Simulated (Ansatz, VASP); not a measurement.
# One calculation of MgO, two programs

```
Mg O
1.0
     3.30347    0.00000    0.00000
    -1.65173    2.86089    0.00000
     0.00000    0.00000    5.42090
Mg O
2 2
Cartesian
  0.0000 1.9073 0.0198
  1.6517 0.9536 2.7303
  0.0000 1.9073 2.1735
  1.6517 0.9536 4.8839
```

Alike in both runs: task single point; functional PBEsol; k mesh 9 × 9 × 6; occupations gaussian, width 0.05 eV; no spin polarisation.

|  | VASP | Ansatz |
| --- | --- | --- |
| version | VASP 6.6.1 | Ansatz 0.2.0 |
| potentials or method | VASP PAW PBE potentials, release 64 (Mg, O), cutoff 520 eV | scalar-relativistic, plane waves, PAW |
| valence electrons in the cell | 16 | 32 |

Ansatz gave:

| Item | Value |
| --- | --- |
| gap on the k mesh at the Fermi level (eV) | 3.08 |
| least direct gap on the mesh (eV) | 3.08 |
| pressure (GPa) | -6.5 |
| traceless stress, the component that is largest in VASP (GPa) | -6.27 |
| rms of the force components (eV/Å) | 0.256 |

Question: Which values does VASP return?

Answer: gap on the k mesh at the Fermi level (eV): 3.07; least direct gap on the mesh (eV): 3.07; pressure (GPa): -6.8; traceless stress, the component that is largest in VASP (GPa): -6.32; rms of the force components (eV/Å): 0.259.

VASP's potentials were made for PBE, not for PBEsol, and Ansatz warns of the same on its side. Atom by atom the forces differ by 0.003 eV/Å (rms over components). VASP's potentials hold 16 valence electrons a cell and Ansatz's 32, so a difference there can come from the potentials and not from the codes.
